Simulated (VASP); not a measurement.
# Tl2BiN3 (P-6m2) in VASP: notebook

Runs on Tl2BiN3. Level: PBEsol. Tasks: single point, relaxation of cell and atoms.

All numbers are computed with VASP 6.6.1; they aren't measurements. Logs are shortened: lines on timing, memory, paths and dates and some standing lists are left out, and cuts for length are marked.

## 1. The cell of the first run

It takes space group P-6m2 (No. 187, hexagonal). The conventional cell has a = 3.767 Å, b = 3.767 Å, c = 9.536 Å, α = 90.00°, β = 90.00°, γ = 120.00°. Tl (site symmetry 3m) has 9 N at 2.81 to 3.70 Å and 7 Tl at 3.55 to 3.77 Å and 3 Bi at 3.70 Å within 3.8 Å. Bi (site symmetry -6m2) has 3 N at 2.17 Å within 2.9 Å. N (site symmetry -6m2) has 3 N at 2.17 Å and 6 Tl at 2.81 Å within 2.9 Å. N (site symmetry -6m2) has 3 Bi at 2.17 Å within 2.9 Å. Within 2.9 Å of N (site symmetry -6m2) lie 3 N at 2.17 Å and 6 Tl at 2.81 Å.

## 2. Single point, PBEsol

File INCAR:

```
PREC = Accurate
ENCUT = 520
EDIFF = 1E-6
ISMEAR = -1
SIGMA = 0.03
LREAL = False
LASPH = True
NELM = 80
ALGO = Normal
ISIF = 2
LWAVE = False
LCHARG = False
GGA = PS
NBANDS = 37
```

File KPOINTS:

```
Automatic mesh
0
Gamma
  6 6 4
```

File POSCAR:

```
Tl2BiN3
1.0
    3.7666186468      0.0000000026      0.0000000000
   -1.8833093256      3.2619874332      0.0000000000
    0.0000000000      0.0000000000      9.5357972780
Tl Bi N
2 1 3
Direct
    0.6666666667      0.3333333333      0.3138154797
    0.6666666667      0.3333333333      0.6861845203
    0.0000000000      0.0000000000      0.0000000000
    0.0000000000      0.0000000000      0.5000000000
    0.3333333333      0.6666666667      0.0000000000
    0.3333333333      0.6666666667      0.5000000000
```

Potentials or basis: VASP PAW PBE potentials, release 64 (Tl_d, Bi_d, N).

On the command line:

```bash
$ cat potpaw_PBE.64/Tl_d/POTCAR potpaw_PBE.64/Bi_d/POTCAR potpaw_PBE.64/N/POTCAR > POTCAR
$ mpirun -np 1 vasp_std > vasp.out
```

OUTCAR:

```text
PREC = Accurate
   ENCUT = 520
   EDIFF = 1E-6
   ISMEAR = -1
   LREAL = False
   LASPH = True
   NELM = 80
   ISIF = 2
   GGA = PS

 ion  position               nearest neighbor table
   1  0.667  0.333  0.314-   4 2.81   6 2.81   6 2.81   4 2.81   4 2.81   6 2.81   2 3.55   3 3.70
                             3 3.70   3 3.70
   2  0.667  0.333  0.686-   4 2.81   6 2.81   6 2.81   4 2.81   4 2.81   6 2.81   1 3.55   3 3.70
                             3 3.70   3 3.70
   3  0.000  0.000  0.000-   5 2.17   5 2.17   5 2.17   1 3.70   2 3.70   2 3.70   1 3.70   2 3.70
                             1 3.70
   4  0.000  0.000  0.500-   1 2.81   2 2.81   1 2.81   2 2.81   1 2.81   2 2.81
   5  0.333  0.667  0.000-   3 2.17   3 2.17   3 2.17
   6  0.333  0.667  0.500-   1 2.81   2 2.81   1 2.81   2 2.81   1 2.81   2 2.81

  LATTYP: Found a hexagonal cell.
 ALAT       =     3.7666186468
 C/A-ratio  =     2.5316598711

  Lattice vectors:

 A1 = (   3.7666186468,   0.0000000026,   0.0000000000)
 A2 = (  -1.8833093256,   3.2619874332,   0.0000000000)
 A3 = (   0.0000000000,   0.0000000000,   9.5357972780)

Analysis of symmetry for initial positions (statically):
=====================================================================
 Subroutine PRICEL returns:
 Original cell was already a primitive cell.

 Routine SETGRP: Setting up the symmetry group for a
 hexagonal supercell.

 Subroutine GETGRP returns: Found 12 space group operations
 (whereof 12 operations were pure point group operations)
 out of a pool of 24 trial point group operations.

The static configuration has the point symmetry D_3h.

Analysis of symmetry for dynamics (positions and initial velocities):
=====================================================================
 Subroutine PRICEL returns:
 Original cell was already a primitive cell.

 Routine SETGRP: Setting up the symmetry group for a
 hexagonal supercell.

 Subroutine GETGRP returns: Found 12 space group operations
 (whereof 12 operations were pure point group operations)
 out of a pool of 24 trial point group operations.

The dynamic configuration has the point symmetry D_3h.

 Subroutine INISYM returns: Found 12 space group operations
 (whereof 12 operations are pure point group operations),
 and found     1 'primitive' translations

----------------------------------------------------------------------------------------

                                     Primitive cell

  volume of cell :     117.1631

  direct lattice vectors                    reciprocal lattice vectors
     3.766618647  0.000000003  0.000000000     0.265490110  0.153280787  0.000000000
    -1.883309326  3.261987433  0.000000000    -0.000000000  0.306561573  0.000000000
     0.000000000  0.000000000  9.535797278     0.000000000  0.000000000  0.104868001

  length of vectors
     3.766618647  3.766618647  9.535797278     0.306561573  0.306561573  0.104868001

  position of ions in fractional coordinates (direct lattice)
     0.666666667  0.333333333  0.313815480
     0.666666667  0.333333333  0.686184520
     0.000000000  0.000000000  0.000000000
     0.000000000  0.000000000  0.500000000
     0.333333333  0.666666667  0.000000000
     0.333333333  0.666666667  0.500000000

  ion indices of the primitive-cell ions
   primitive index   ion index
                 1           1
                 2           2
                 3           3
                 4           4
                 5           5
                 6           6

----------------------------------------------------------------------------------------

 KPOINTS: Automatic mesh

Automatic generation of k-mesh.
 Grid dimensions read from file:
 generate k-points for:    6    6    4

 Generating k-lattice:

  Cartesian coordinates                     Fractional coordinates (reciprocal lattice)
     0.044248352  0.025546798  0.000000000     0.166666667  0.000000000  0.000000000
    -0.000000000  0.051093596  0.000000000    -0.000000000  0.166666667  0.000000000
     0.000000000  0.000000000  0.026217000     0.000000000  0.000000000  0.250000000

  Length of vectors
     0.051093596  0.051093596  0.026217000

  Shift w.r.t. Gamma in fractional coordinates (k-lattice)
     0.000000000  0.000000000  0.000000000

 Subroutine IBZKPT returns following result:
 ===========================================

 Found     21 irreducible k-points:

 Following reciprocal coordinates:
            Coordinates               Weight
  0.000000  0.000000  0.000000      1.000000
  0.166667  0.000000  0.000000      6.000000
  0.333333  0.000000  0.000000      6.000000
  0.500000  0.000000  0.000000      3.000000
  0.166667  0.166667  0.000000      6.000000
  0.333333  0.166667  0.000000     12.000000
[... 13 lines left out ...]
  0.333333  0.166667  0.500000     12.000000
  0.333333  0.333333  0.500000      2.000000
   k-points           NKPTS =     21   k-points in BZ     NKDIM =     21   number of bands    NBANDS=     37
   number of dos      NEDOS =    301   number of ions     NIONS =      6
   total plane-waves  NPLWV =  56448
   dimension x,y,z NGX =    28 NGY =   28 NGZ =   72
   dimension x,y,z NGXF=    56 NGYF=   56 NGZF=  144
   ions per type =               2   1   3
   NGX,Y,Z   is equivalent  to a cutoff of  12.36, 12.36, 12.55 a.u.
   NGXF,Y,Z  is equivalent  to a cutoff of  24.72, 24.72, 25.10 a.u.
 SYSTEM =  unknown system
   PREC   = accura    normal or accurate (medium, high low for compatibility)
   ISTART =      0    job   : 0-new  1-cont  2-samecut
   ICHARG =      2    charge: 1-file 2-atom 10-const
   ISPIN  =      1    spin polarized calculation?
   LNONCOLLINEAR =      F non collinear calculations
   LSORBIT =      F    spin-orbit coupling
   LASPH  =      T    aspherical Exc in radial PAW
   ENCUT  =  520.0 eV  38.22 Ry    6.18 a.u.   7.00  7.00 17.73*2*pi/ulx,y,z
   NELM   =     80;   NELMIN=  2; NELMDL= -5     # of ELM steps
   EDIFF  = 0.1E-05   stopping-criterion for ELM
   LREAL  =      F    real-space projection
   EDIFFG = 0.1E-04   stopping-criterion for IOM
   NSW    =      0    number of steps for IOM
   IBRION =     -1    ionic relax: 0-MD 1-quasi-New 2-CG
   NFREE  =      0    steps in history (QN), initial steepest desc. (CG)
   ISIF   =      2    stress and relaxation
   ISYM   =      2    0-nonsym 1-usesym 2-fastsym
   POTIM  = 0.5000    time-step for ionic-motion
   TEBEG  =    0.0;   TEEND  =   0.0 temperature during run
   PSTRESS=    0.0 pullay stress
   NELECT =      56.0000    total number of electrons
   NUPDOWN=      -1.0000    fix difference up-down
   EMIN   =  10.00;   EMAX   =-10.00  energy-range for DOS
   EFERMI =   0.00;   METHOD = LEGACY
   ISMEAR =    -1;   SIGMA  =   0.03  broadening in eV -4-tet -1-fermi 0-gaus
   EFERMI_NEDOS =   21; number of points for ismear=-14 and -15
   IALGO  =     38    algorithm
   IMIX   =      4    mixing-type and parameters
     AMIX     =   0.40;   BMIX     =  1.00
     AMIX_MAG =   1.60;   BMIX_MAG =  1.00
  volume/ion in A,a.u.               =      19.53       131.78
  Fermi-wavevector in a.u.,A,eV,Ry     =   1.279992  2.418834 22.291500  1.638379
  Thomas-Fermi vector in A             =   2.412445
   LORBIT       =      0    0 simple, 1 ext, 2 COOP (PROOUT), +10 PAW based schemes
   GGA     = PS    functional components
   LHFCALC =     F    Hartree Fock is set to
   AEXX    =    0.0000 exact exchange contribution
   IVDW    =     0    specifies the selected vdW correction
   LEPSILON=     F    determine dielectric tensor
   LRPA    =     F    only Hartree local field effects (RPA)
 non-spin polarized calculation
  energy-cutoff  :      520.00
  volume of cell :      117.16
 maximum number of plane-waves:      3171
 NGX is ok and might be reduce to    28
   NGX = 13   NGY = 13   NGZ = 35

 number of electron      55.9999997 magnetization

 Free energy of the ion-electron system (eV)
  ---------------------------------------------------
  ext. energy  EPLUGINS =         0.00000000
  ---------------------------------------------------
  free energy    TOTEN  =       -26.59615791 eV

  energy without entropy =      -26.58192148  energy(sigma->0) =      -26.58903969

 E-fermi :   5.5783     XC(G=0): -10.4245

 val. band max:        5.5015517749   @ k =   0.3333   0.1667   0.5000
 cond. band min:       5.6219350494   @ k =   0.3333   0.1667   0.2500
 fundamental gap:      0.1203832744
 Fermi energy:         5.5783040746

 k-point     1 :       0.0000    0.0000    0.0000
  band No.  band energies     occupation
      1     -17.3238      2.00000
      2     -17.1460      2.00000
      3     -17.1460      2.00000
      4     -17.0986      2.00000
      5     -17.0986      2.00000
      6     -10.4589      2.00000
[... 29 lines left out ...]
     36      13.2420      0.00000
     37      13.2420      0.00000

 k-point     2 :       0.1667    0.0000    0.0000
  band No.  band energies     occupation
      1     -17.3055      2.00000
      2     -17.1524      2.00000
      3     -17.1172      2.00000
      4     -17.1086      2.00000
      5     -17.1007      2.00000
      6     -10.1507      2.00000
[... 29 lines left out ...]
     36      12.0142      0.00000
     37      12.2587      0.00000

 k-point     3 :       0.3333    0.0000    0.0000
  band No.  band energies     occupation
      1     -17.2854      2.00000
      2     -17.1498      2.00000
      3     -17.1285      2.00000
      4     -17.1048      2.00000
      5     -17.0590      2.00000
      6      -9.3056      2.00000
[... 29 lines left out ...]
     36      11.2845      0.00000
     37      11.4015      0.00000

 k-point     4 :       0.5000    0.0000    0.0000
  band No.  band energies     occupation
      1     -17.2852      2.00000
      2     -17.1393      2.00000
      3     -17.1384      2.00000
      4     -17.1069      2.00000
      5     -17.0294      2.00000
      6      -8.7112      2.00000
[... 29 lines left out ...]
     36      11.0841      0.00000
     37      11.3341      0.00000
[... 563 lines left out ...]
      1     -17.2788      2.00000
      2     -17.1606      2.00000
      3     -17.1218      2.00000
      4     -17.1056      2.00000
      5     -17.0753      2.00000
      6      -9.5575      2.00000
[... 29 lines left out ...]
     36      10.6659      0.00000
     37      11.9915      0.00000

 k-point    20 :       0.3333    0.1667    0.5000
  band No.  band energies     occupation
      1     -17.2555      2.00000
      2     -17.1564      2.00000
      3     -17.1335      2.00000
      4     -17.1119      2.00000
      5     -17.0435      2.00000
      6      -8.7354      2.00000
[... 29 lines left out ...]
     36      10.0355      0.00000
     37      10.8055      0.00000

 k-point    21 :       0.3333    0.3333    0.5000
  band No.  band energies     occupation
      1     -17.1983      2.00000
      2     -17.1893      2.00000
      3     -17.1299      2.00000
      4     -17.1214      2.00000
      5     -17.0494      2.00000
      6      -8.1765      2.00000
[... 29 lines left out ...]
     36       9.5244      0.00000
     37       9.7494      0.00000

------------------------ aborting loop because EDIFF is reached ----------------------------------------

  FORCE on cell =-STRESS in cart. coord.  units (eV):
  Direction    XX          YY          ZZ          XY          YZ          ZX
  --------------------------------------------------------------------------------------
  -------------------------------------------------------------------------------------
  Total        0.0345200      0.0345200     -0.0478657      0.0000000     -0.0000000      0.0000000
  in kB        0.4720530      0.4720530     -0.6545524      0.0000000     -0.0000000      0.0000000
  external PRESSURE =       0.0965178 kB  Pullay stress =       0.0000000 kB

 VOLUME and BASIS-vectors are now :
 -----------------------------------------------------------------------------
  energy-cutoff  :      520.00
  volume of cell :      117.16
      direct lattice vectors                 reciprocal lattice vectors
     3.766618647  0.000000003  0.000000000     0.265490110  0.153280787  0.000000000
    -1.883309326  3.261987433  0.000000000    -0.000000000  0.306561573  0.000000000
     0.000000000  0.000000000  9.535797278     0.000000000  0.000000000  0.104868001

 POSITION                                       TOTAL-FORCE (eV/Angst)
 -----------------------------------------------------------------------------------
      1.88331      1.08733      2.99248         0.000000     -0.000000     -0.008654
      1.88331      1.08733      6.54332         0.000000     -0.000000      0.008654
      0.00000      0.00000      0.00000        -0.000000      0.000000     -0.000000
      0.00000      0.00000      4.76790        -0.000000      0.000000     -0.000000
     -0.00000      2.17466      0.00000        -0.000000     -0.000000     -0.000000
     -0.00000      2.17466      4.76790        -0.000000      0.000000     -0.000000
 -----------------------------------------------------------------------------------
    total drift:                                0.000001     -0.000000      0.000000

  FREE ENERGIE OF THE ION-ELECTRON SYSTEM (eV)
  ---------------------------------------------------
  free  energy   TOTEN  =       -26.5961579120 eV

  energy  without entropy=      -26.5819214755  energy(sigma->0) =      -26.58903969
```

It took 1.8 min on 1 thread of Oxide Virtual Turin-like, shared host; peak memory 0.23 GiB.

Results:

```
Free energy            : -26.5962 eV
Pressure               : 0.0 GPa
Largest force          : 0.009 eV/Å
Band gap on the k mesh : zero (bands 28 and 29 overlap by 0.63 eV)
```

Forces in eV/Å, atoms in the order of the input:
```
Tl   0.000  0.000 -0.009
Tl   0.000  0.000  0.009
Bi   0.000  0.000  0.000
N    0.000  0.000  0.000
N    0.000  0.000  0.000
N    0.000  0.000  0.000
```

Stress tensor (GPa, compression positive):
```
 0.05  0.00  0.00
 0.00  0.05  0.00
 0.00  0.00 -0.07
```

Levels at points of the mesh, in eV from the Fermi level:
```tsv
k point	band 24	band 25	band 26	band 27	band 28	band 29	band 30	band 31	band 32	band 33
(0.00, 0.00, 0.00)	-3.30	-2.96	-2.96	-0.67	0.29	0.32	0.32	2.70	3.05	4.20
(0.50, 0.00, 0.00)	-3.64	-2.16	-2.05	-0.83	-0.74	0.48	0.63	1.51	2.22	3.40
(0.00, 0.00, 0.50)	-3.05	-2.96	-2.96	-1.40	0.29	0.32	0.32	1.97	4.17	4.17
(0.50, 0.00, 0.50)	-3.35	-2.66	-2.01	-1.34	-0.32	0.15	1.10	2.22	2.51	2.82
```

Caveat: the PAW data sets were made with another functional, which shifts forces and pressure a little; spin-orbit coupling is left out, which moves the levels of the heavy elements.

## 3. Relaxation of cell and atoms, PBEsol

This run uses another cell than the first one, of 19.86 Å³/atom.

File INCAR:

```
PREC = Accurate ; ENCUT = 600
EDIFF = 1E-6 ; ISMEAR = -1
SIGMA = 0.03 ; LREAL = F
LASPH = T ; NELM = 100
ALGO = Normal ; ISIF = 3
LWAVE = F ; LCHARG = F
GGA = PS ; IBRION = 2
NSW = 100 ; EDIFFG = -0.01
```

KPOINTS is that of step 2.

File POSCAR:

```
Tl2BiN3
1.0
    4.1915386300      0.0000000000      0.0000000000
   -2.0957693200      3.6299789400      0.0000000000
    0.0000000000      0.0000000000      7.8335783700
Tl Bi N
2 1 3
Direct
    0.6666666700      0.3333333300      0.2480740000
    0.6666666700      0.3333333300      0.7519260000
    0.0000000000      0.0000000000      0.0000000000
    0.0000000000      0.0000000000      0.5000000000
    0.3333333300      0.6666666700      0.0000000000
    0.3333333300      0.6666666700      0.5000000000
```

Potentials or basis: VASP PAW PBE potentials, release 64 (Tl_d, Bi_d, N).

On the command line:

```bash
$ cat potpaw_PBE.64/Tl_d/POTCAR potpaw_PBE.64/Bi_d/POTCAR potpaw_PBE.64/N/POTCAR > POTCAR
$ mpirun -np 1 vasp_std > vasp.out
```

Run time: 16 min. Hardware: 1 thread of Oxide Virtual Turin-like, shared host; peak memory 0.32 GiB.

It converged, with:

| Quantity | Value |
| --- | --- |
| Free energy | -26.5939 eV |
| Relaxed volume | 19.36 Å³/atom |
| Relaxed cell | a = 3.771 Å, b = 3.771 Å, c = 9.433 Å, α = 90.00°, β = 90.00°, γ = 120.00° |
| Space group after relaxing (to 0.1 Å) | P-6m2 (No. 187) |
| Energy gained by relaxing | 395.7 meV/atom |
| Ionic steps | 15 |
| Pressure after relaxing | 0.0 GPa |
| Band gap on the k mesh | zero (bands 28 and 29 overlap by 0.63 eV) |

Forces on the atoms (eV/Å):
```
Tl   0.000  0.000  0.003
Tl   0.000  0.000 -0.003
Bi   0.000  0.000  0.000
N    0.000  0.000  0.000
N    0.000  0.000  0.000
N    0.000  0.000  0.000
```

Step by step:
```tsv
step	energy change (eV)	largest force (eV/Å)	pressure (GPa)	volume (Å³)
1	0.0000	2.2319	-5.89	119.19
2	-1.0237	2.3068	0.68	106.89
3	-1.2569	2.1446	7.86	99.54
4	-1.8855	1.0231	5.92	102.00
5	-2.1861	0.2695	5.96	105.12
6	-2.3175	0.1103	-1.06	114.54
7	-2.3238	0.0476	0.05	112.75
8	-2.3436	0.0575	0.09	113.34
9	-2.3706	0.0939	0.22	115.04
10	-2.3707	0.0950	0.24	115.08
11	-2.3721	0.0882	-0.13	115.87
12	-2.3722	0.0864	-0.25	116.15
13	-2.3734	0.0547	-0.16	116.16
14	-2.3741	0.0125	-0.03	116.17
15	-2.3741	0.0026	0.00	116.17
```

Final structure:
```
Tl Bi N
1.0
     3.77090    0.00000    0.00000
    -1.88545    3.26569    0.00000
     0.00000    0.00000    9.43349
Tl Bi N
2 1 3
Direct
  0.66667 0.33333 0.31251
  0.66667 0.33333 0.68749
  0.00000 0.00000 0.00000
  0.00000 0.00000 0.50000
  0.33333 0.66667 0.00000
  0.33333 0.66667 0.50000
```

Levels at points of the mesh, in eV from the Fermi level:
| k point | band 26 | band 27 | band 28 | band 29 | band 30 | band 31 |
| --- | --- | --- | --- | --- | --- | --- |
| (0.00, 0.00, 0.00) | -2.95 | -0.58 | 0.29 | 0.31 | 0.31 | 2.77 |
| (0.50, 0.00, 0.00) | -2.08 | -0.80 | -0.73 | 0.50 | 0.65 | 1.54 |
| (0.00, 0.00, 0.50) | -2.95 | -1.33 | 0.29 | 0.31 | 0.31 | 2.00 |
| (0.50, 0.00, 0.50) | -2.02 | -1.35 | -0.29 | 0.18 | 1.10 | 2.21 |

Caveat: a cell axis changed by over 15 % at a fixed basis, so the end point is rough; the PAW data sets were made with another functional, which shifts forces and pressure a little; spin-orbit coupling is left out, which moves the levels of the heavy elements.

The gap in the log of VASP goes by the Fermi energy; the results here count the filled bands.